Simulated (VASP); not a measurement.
A run of VASP 6.6.1 is set up as follows.

Contents of INCAR:

```
ALGO = Normal
EDIFF = 1E-7
ENCUT = 520
GGA = RE
ISIF = 2
ISMEAR = -1
LASPH = T
LCHARG = F
LREAL = F
LWAVE = F
NBANDS = 14
NELM = 80
PREC = Accurate
SIGMA = 0.05
```

File KPOINTS:

```
k-points
0
Gamma
  8 8 8
```

POSCAR

```
NaCl
1.0
    3.5827230189      0.0000000000      0.0000000000
    0.0000000000      3.5827230189      0.0000000000
    0.0000000000      0.0000000000      3.5827230189
Cl Na
1 1
Direct
    0.5000000000      0.5000000000      0.5000000000
    0.0000000000      0.0000000000      0.0000000000
```

Potentials or basis: VASP PAW PBE potentials, release 64 (Cl, Na_pv).

The run is started by

```sh
$ cat potpaw_PBE.64/Cl/POTCAR potpaw_PBE.64/Na_pv/POTCAR > POTCAR
$ mpirun -np 1 vasp_std > vasp.out
```

Question: Estimate the band gap on the k mesh.

Answer: 4.03 eV (least direct gap 4.46 eV).

Question: Predict the pressure.

Answer: -0.1 GPa.

Caveat: the PAW data sets were made with another functional, which shifts forces and pressure a little. A k mesh can miss the band edges.
